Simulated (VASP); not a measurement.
# Si16Ge (a cell with a defect) in VASP: a series of runs

Si16Ge (a cell with a defect) is run at these levels: PBEsol; tasks: single point.

Program: VASP 6.6.1. These are calculated values, not measurements. Logs are shortened: lines on timing, memory, paths and dates and some standing lists are left out, and cuts for length are marked.

## Step 1: The cell of the first run

The cell holds a defect, 17 atoms: a = 7.679 Å, b = 7.679 Å, c = 7.679 Å, α = 60.00°, β = 60.00°, γ = 60.00°.

## Step 2: Single point, PBEsol

Contents of INCAR:

```
SYSTEM = Si16Ge
PREC = Accurate
ENCUT = 520
EDIFF = 1E-7
ISMEAR = 0
SIGMA = 0.02
LREAL = Auto
LASPH = .TRUE.
NELM = 60
ALGO = Normal
ISIF = 2
LWAVE = .FALSE.
LCHARG = .FALSE.
GGA = PS
NBANDS = 53
```

Contents of KPOINTS:

```
Automatic mesh
0
G
  2 2 2
  0 0 0
```

Contents of POSCAR:

```
Si16Ge
1.0
    0.0000000000      5.4300000000      5.4300000000
    5.4300000000      0.0000000000      5.4300000000
    5.4300000000      5.4300000000      0.0000000000
Si Ge
16 1
Direct
   -0.0113791698      0.0020971730      0.0031511544
    0.1216807523      0.1279984074      0.1288484234
    0.0004064644     -0.0018417127      0.5014033430
    0.1196838374      0.1305940817      0.6206900986
    0.0002157352      0.5005744890     -0.0007395653
    0.1194875515      0.6199704392      0.1314540840
    0.0001739759      0.5015778213      0.5022699914
    0.1240997643      0.6256319169      0.6266949086
    0.5063621279      0.0025114630      0.0025179819
    0.6251102118      0.1249214123      0.1248648633
    0.5023018557      0.0077407070      0.4884924745
    0.6295827800      0.1307518829      0.6204287223
    0.5015984675      0.4885058640      0.0081105399
    0.6291716602      0.6201777184      0.1311654576
    0.4965206501      0.5015541726      0.5021603376
    0.6276649646      0.6222591571      0.6228143699
    0.3751954712      0.8747847067      0.8746330150
```

Potentials or basis: VASP PAW PBE potentials, release 64 (Si, Ge_d).

Started as:

```sh
$ cat potpaw_PBE.64/Si/POTCAR potpaw_PBE.64/Ge_d/POTCAR > POTCAR
$ mpirun -np 1 vasp_std > vasp.out
```

OUTCAR:

```text
SYSTEM = Si16Ge
   PREC = Accurate
   ENCUT = 520
   EDIFF = 1E-7
   ISMEAR = 0
   LREAL = Auto
   LASPH = .TRUE.
   NELM = 60
   ISIF = 2
   GGA = PS

 ion  position               nearest neighbor table
   1  0.989  0.002  0.003-  10 2.28   6 2.40   4 2.40   2 2.41  17 2.42
   2  0.122  0.128  0.129-   3 2.34   5 2.34   1 2.41   9 2.41  17 2.76
   3  0.000  0.998  0.501-  12 2.33   4 2.33   8 2.34   2 2.34
   4  0.120  0.131  0.621-   3 2.33   7 2.33   1 2.40  11 2.40  17 2.77
   5  0.000  0.501  0.999-   6 2.33  14 2.33   8 2.34   2 2.34
   6  0.119  0.620  0.131-   7 2.33   5 2.33  13 2.40   1 2.40  17 2.77
   7  0.000  0.502  0.502-   6 2.33   4 2.33   8 2.33  16 2.34
   8  0.124  0.626  0.627-   7 2.33  15 2.34   3 2.34   5 2.34
   9  0.506  0.003  0.003-  10 2.28  12 2.40  14 2.40   2 2.41  17 2.43
  10  0.625  0.125  0.125-   9 2.28   1 2.28  13 2.28  11 2.28
  11  0.502  0.008  0.488-  10 2.28  12 2.40   4 2.40  16 2.42  17 2.42
  12  0.630  0.131  0.620-  15 2.33   3 2.33   9 2.40  11 2.40  17 2.77
  13  0.502  0.489  0.008-  10 2.28   6 2.40  14 2.40  16 2.42  17 2.42
  14  0.629  0.620  0.131-  15 2.33   5 2.33  13 2.40   9 2.40  17 2.77
  15  0.497  0.502  0.502-  12 2.33  14 2.33   8 2.34  16 2.34
  16  0.628  0.622  0.623-  15 2.34   7 2.34  13 2.42  11 2.42  17 2.74
  17  0.375  0.875  0.875-  11 2.42  13 2.42   1 2.42   9 2.43  16 2.74   2 2.76   4 2.77  12 2.77
                            14 2.77   6 2.77

  LATTYP: Found a face centered cubic cell.
 ALAT       =    10.8600000000

  Lattice vectors:

 A1 = (   0.0000000000,   5.4300000000,   5.4300000000)
 A2 = (   5.4300000000,   0.0000000000,   5.4300000000)
 A3 = (   5.4300000000,   5.4300000000,   0.0000000000)

Analysis of symmetry for initial positions (statically):
=====================================================================
 Subroutine PRICEL returns:
 Original cell was already a primitive cell.

 Routine SETGRP: Setting up the symmetry group for a
 face centered cubic supercell.

 Subroutine GETGRP returns: Found  1 space group operations
 (whereof  1 operations were pure point group operations)
 out of a pool of 48 trial point group operations.

The static configuration has the point symmetry C_1 .

Analysis of symmetry for dynamics (positions and initial velocities):
=====================================================================
 Subroutine PRICEL returns:
 Original cell was already a primitive cell.

 Routine SETGRP: Setting up the symmetry group for a
 face centered cubic supercell.

 Subroutine GETGRP returns: Found  1 space group operations
 (whereof  1 operations were pure point group operations)
 out of a pool of 48 trial point group operations.

The dynamic configuration has the point symmetry C_1 .

 Subroutine INISYM returns: Found  1 space group operations
 (whereof  1 operations are pure point group operations),
 and found     1 'primitive' translations

----------------------------------------------------------------------------------------

                                     Primitive cell

  volume of cell :     320.2060

  direct lattice vectors                    reciprocal lattice vectors
     0.000000000  5.430000000  5.430000000    -0.092081031  0.092081031  0.092081031
     5.430000000  0.000000000  5.430000000     0.092081031 -0.092081031  0.092081031
     5.430000000  5.430000000  0.000000000     0.092081031  0.092081031 -0.092081031

  length of vectors
     7.679179644  7.679179644  7.679179644     0.159489025  0.159489025  0.159489025

  position of ions in fractional coordinates (direct lattice)
     0.988620830  0.002097173  0.003151154
     0.121680752  0.127998407  0.128848423
     0.000406464  0.998158287  0.501403343
     0.119683837  0.130594082  0.620690099
     0.000215735  0.500574489  0.999260435
     0.119487552  0.619970439  0.131454084
[... 9 lines left out ...]
     0.627664965  0.622259157  0.622814370
     0.375195471  0.874784707  0.874633015

  ion indices of the primitive-cell ions
   primitive index   ion index
                 1           1
                 2           2
                 3           3
                 4           4
                 5           5
                 6           6
[... 9 lines left out ...]
                16          16
                17          17

----------------------------------------------------------------------------------------

 KPOINTS: Automatic mesh

Automatic generation of k-mesh.
 Grid dimensions read from file:
 generate k-points for:    2    2    2

 Generating k-lattice:

  Cartesian coordinates                     Fractional coordinates (reciprocal lattice)
    -0.046040516  0.046040516  0.046040516     0.500000000  0.000000000  0.000000000
     0.046040516 -0.046040516  0.046040516     0.000000000  0.500000000  0.000000000
     0.046040516  0.046040516 -0.046040516     0.000000000  0.000000000  0.500000000

  Length of vectors
     0.079744512  0.079744512  0.079744512

  Shift w.r.t. Gamma in fractional coordinates (k-lattice)
     0.000000000  0.000000000  0.000000000

 Subroutine IBZKPT returns following result:
 ===========================================

 Found      8 irreducible k-points:

 Following reciprocal coordinates:
            Coordinates               Weight
  0.000000  0.000000  0.000000      1.000000
  0.500000  0.000000  0.000000      1.000000
  0.000000  0.500000  0.000000      1.000000
  0.000000  0.000000  0.500000      1.000000
  0.500000  0.500000  0.500000      1.000000
  0.500000  0.500000  0.000000      1.000000
  0.000000  0.500000  0.500000      1.000000
  0.500000  0.000000  0.500000      1.000000
   k-points           NKPTS =      8   k-points in BZ     NKDIM =      8   number of bands    NBANDS=     53
   number of dos      NEDOS =    301   number of ions     NIONS =     17
   total plane-waves  NPLWV = 216000
   dimension x,y,z NGX =    60 NGY =   60 NGZ =   60
   dimension x,y,z NGXF=   120 NGYF=  120 NGZF=  120
   ions per type =              16   1
   NGX,Y,Z   is equivalent  to a cutoff of  12.99, 12.99, 12.99 a.u.
   NGXF,Y,Z  is equivalent  to a cutoff of  25.98, 25.98, 25.98 a.u.
 SYSTEM =  Si16Ge
   PREC   = accura    normal or accurate (medium, high low for compatibility)
   ISTART =      0    job   : 0-new  1-cont  2-samecut
   ICHARG =      2    charge: 1-file 2-atom 10-const
   ISPIN  =      1    spin polarized calculation?
   LNONCOLLINEAR =      F non collinear calculations
   LSORBIT =      F    spin-orbit coupling
   LASPH  =      T    aspherical Exc in radial PAW
   ENCUT  =  520.0 eV  38.22 Ry    6.18 a.u.  14.28 14.28 14.28*2*pi/ulx,y,z
   NELM   =     60;   NELMIN=  2; NELMDL= -5     # of ELM steps
   EDIFF  = 0.1E-06   stopping-criterion for ELM
   LREAL  =      T    real-space projection
   EDIFFG = 0.1E-05   stopping-criterion for IOM
   NSW    =      0    number of steps for IOM
   IBRION =     -1    ionic relax: 0-MD 1-quasi-New 2-CG
   NFREE  =      0    steps in history (QN), initial steepest desc. (CG)
   ISIF   =      2    stress and relaxation
   ISYM   =      2    0-nonsym 1-usesym 2-fastsym
   POTIM  = 0.5000    time-step for ionic-motion
   TEBEG  =    0.0;   TEEND  =   0.0 temperature during run
   PSTRESS=    0.0 pullay stress
   NELECT =      78.0000    total number of electrons
   NUPDOWN=      -1.0000    fix difference up-down
   EMIN   =  10.00;   EMAX   =-10.00  energy-range for DOS
   EFERMI =   0.00;   METHOD = LEGACY
   ISMEAR =     0;   SIGMA  =   0.02  broadening in eV -4-tet -1-fermi 0-gaus
   EFERMI_NEDOS =   21; number of points for ismear=-14 and -15
   IALGO  =     38    algorithm
   IMIX   =      4    mixing-type and parameters
     AMIX     =   0.40;   BMIX     =  1.00
     AMIX_MAG =   1.60;   BMIX_MAG =  1.00
  volume/ion in A,a.u.               =      18.84       127.11
  Fermi-wavevector in a.u.,A,eV,Ry     =   1.022421  1.932096 14.222785  1.045345
  Thomas-Fermi vector in A             =   2.156100
   LORBIT       =      0    0 simple, 1 ext, 2 COOP (PROOUT), +10 PAW based schemes
   GGA     = PS    functional components
   LHFCALC =     F    Hartree Fock is set to
   AEXX    =    0.0000 exact exchange contribution
   IVDW    =     0    specifies the selected vdW correction
   LEPSILON=     F    determine dielectric tensor
   LRPA    =     F    only Hartree local field effects (RPA)
 non-spin polarized calculation
 Gauss-broadening in eV      SIGMA  =   0.02
  energy-cutoff  :      520.00
  volume of cell :      320.21
 maximum number of plane-waves:      8646
 NGX is ok and might be reduce to    60
   NGX = 29   NGY = 29   NGZ = 29

 number of electron      77.9999997 magnetization

 Free energy of the ion-electron system (eV)
  ---------------------------------------------------
  ext. energy  EPLUGINS =         0.00000000
  ---------------------------------------------------
  free energy    TOTEN  =       -92.78351935 eV

  energy without entropy =      -92.78321506  energy(sigma->0) =      -92.78336720

 E-fermi :   6.7948     XC(G=0):  -9.8841

 val. band max:        6.7649856467   @ k =   0.0000   0.0000   0.0000
 cond. band min:       6.8246770683   @ k =   0.0000   0.0000   0.0000
 fundamental gap:      0.0596914216
 Fermi energy:         6.7948311806

 k-point     1 :       0.0000    0.0000    0.0000
  band No.  band energies     occupation
      1     -18.2752      2.00000
      2     -18.2751      2.00000
      3     -18.2748      2.00000
      4     -18.2625      2.00000
      5     -18.2598      2.00000
      6      -6.6120      2.00000
[... 43 lines left out ...]
     50       8.0149      0.00000
     51       8.9735      0.00000

 k-point     2 :       0.5000    0.0000    0.0000
  band No.  band energies     occupation
      1     -18.2752      2.00000
      2     -18.2751      2.00000
      3     -18.2748      2.00000
      4     -18.2625      2.00000
      5     -18.2598      2.00000
      6      -6.2864      2.00000
[... 43 lines left out ...]
     50       9.7327      0.00000
     51       9.8575      0.00000

 k-point     3 :       0.0000    0.5000    0.0000
  band No.  band energies     occupation
      1     -18.2752      2.00000
      2     -18.2751      2.00000
      3     -18.2748      2.00000
      4     -18.2625      2.00000
      5     -18.2598      2.00000
      6      -6.2859      2.00000
[... 43 lines left out ...]
     50       9.7348      0.00000
     51       9.8526      0.00000

 k-point     4 :       0.0000    0.0000    0.5000
  band No.  band energies     occupation
      1     -18.2752      2.00000
      2     -18.2751      2.00000
      3     -18.2748      2.00000
      4     -18.2625      2.00000
      5     -18.2598      2.00000
      6      -6.2858      2.00000
[... 43 lines left out ...]
     50       9.7340      0.00000
     51       9.8492      0.00000

 k-point     5 :       0.5000    0.5000    0.5000
  band No.  band energies     occupation
      1     -18.2752      2.00000
      2     -18.2751      2.00000
      3     -18.2748      2.00000
      4     -18.2625      2.00000
      5     -18.2598      2.00000
      6      -6.2866      2.00000
[... 43 lines left out ...]
     50       9.7336      0.00000
     51       9.8592      0.00000

 k-point     6 :       0.5000    0.5000    0.0000
  band No.  band energies     occupation
      1     -18.2752      2.00000
      2     -18.2751      2.00000
      3     -18.2748      2.00000
      4     -18.2625      2.00000
      5     -18.2598      2.00000
      6      -6.1804      2.00000
[... 43 lines left out ...]
     50      10.2016      0.00000
     51      10.2212      0.00000

 k-point     7 :       0.0000    0.5000    0.5000
  band No.  band energies     occupation
      1     -18.2752      2.00000
      2     -18.2751      2.00000
      3     -18.2748      2.00000
      4     -18.2625      2.00000
      5     -18.2598      2.00000
      6      -6.1859      2.00000
[... 43 lines left out ...]
     50      10.2162      0.00000
     51      10.2208      0.00000

 k-point     8 :       0.5000    0.0000    0.5000
  band No.  band energies     occupation
      1     -18.2752      2.00000
      2     -18.2751      2.00000
      3     -18.2748      2.00000
      4     -18.2625      2.00000
      5     -18.2598      2.00000
      6      -6.1810      2.00000
[... 43 lines left out ...]
     50      10.2011      0.00000
     51      10.2230      0.00000
 [bands above 51 left out]

------------------------ aborting loop because EDIFF is reached ----------------------------------------

  FORCE on cell =-STRESS in cart. coord.  units (eV):
  Direction    XX          YY          ZZ          XY          YZ          ZX
  --------------------------------------------------------------------------------------
  -------------------------------------------------------------------------------------
  Total        8.8690197      9.6492082      9.7427351      0.0053389      0.0095714     -0.0069186
  in kB       44.3768750     48.2806129     48.7485826      0.0267137      0.0478913     -0.0346179
  external PRESSURE =      47.1353568 kB  Pullay stress =       0.0000000 kB

 VOLUME and BASIS-vectors are now :
 -----------------------------------------------------------------------------
  energy-cutoff  :      520.00
  volume of cell :      320.21
      direct lattice vectors                 reciprocal lattice vectors
     0.000000000  5.430000000  5.430000000    -0.092081031  0.092081031  0.092081031
     5.430000000  0.000000000  5.430000000     0.092081031 -0.092081031  0.092081031
     5.430000000  5.430000000  0.000000000     0.092081031  0.092081031 -0.092081031

 POSITION                                       TOTAL-FORCE (eV/Angst)
 -----------------------------------------------------------------------------------
      0.02850      5.38532      5.37960        -0.009013      0.004050      0.004401
      1.39468      1.36037      1.35576         0.014084     -0.000206      0.003240
      8.14262      2.72483      5.42221        -0.004147     -0.014848      0.017004
      4.07947      4.02023      1.35901        -0.001858      0.008122      0.002880
      8.14410      5.42716      2.71929        -0.006152      0.013903     -0.017660
      4.08024      1.36261      4.01526         0.001958     -0.001950      0.006990
[... 9 lines left out ...]
      6.76075      6.79010      6.78709        -0.014243     -0.002698      0.004031
      9.49934      6.78657      6.78739         0.015896      0.006099      0.002979
 -----------------------------------------------------------------------------------
    total drift:                               -0.003631      0.001356     -0.002129

  FREE ENERGIE OF THE ION-ELECTRON SYSTEM (eV)
  ---------------------------------------------------
  free  energy   TOTEN  =       -92.7835193489 eV

  energy  without entropy=      -92.7832150607  energy(sigma->0) =      -92.78336720
```

Run time: 2.2 min. Hardware: 1 thread of Intel Xeon 6975P-C (Granite Rapids), shared host; peak memory 0.49 GiB.

What came out:

- Free energy: -92.7835 eV
- Pressure: 4.7 GPa
- Largest force: 0.027 eV/Å
- Band gap on the k mesh: zero (band 39 reaches 6.88 eV, above the bottom of band 40 at 6.55 eV)

Forces in eV/Å, atoms in the order of the input:
```
Si  -0.009  0.004  0.004
Si   0.014  0.000  0.003
Si  -0.004 -0.015  0.017
Si  -0.002  0.008  0.003
Si  -0.006  0.014 -0.018
Si   0.002 -0.002  0.007
Si  -0.003 -0.017 -0.021
Si  -0.001 -0.001  0.000
Si  -0.010 -0.006 -0.009
Si   0.007  0.002 -0.002
Si   0.005  0.003 -0.007
Si  -0.001 -0.001 -0.010
Si   0.004 -0.002  0.002
Si   0.002 -0.006  0.004
Si  -0.002  0.016  0.019
Si  -0.014 -0.003  0.004
Ge   0.016  0.006  0.003
```

Stress tensor (GPa, compression positive):
```
4.44 0.00 0.00
0.00 4.83 0.00
0.00 0.00 4.87
```

Caveat: the k points lie up to 0.50 Å⁻¹ apart; the PAW data sets were made with another functional, which shifts forces and pressure a little.

(Part 1 of 3 ends here.)
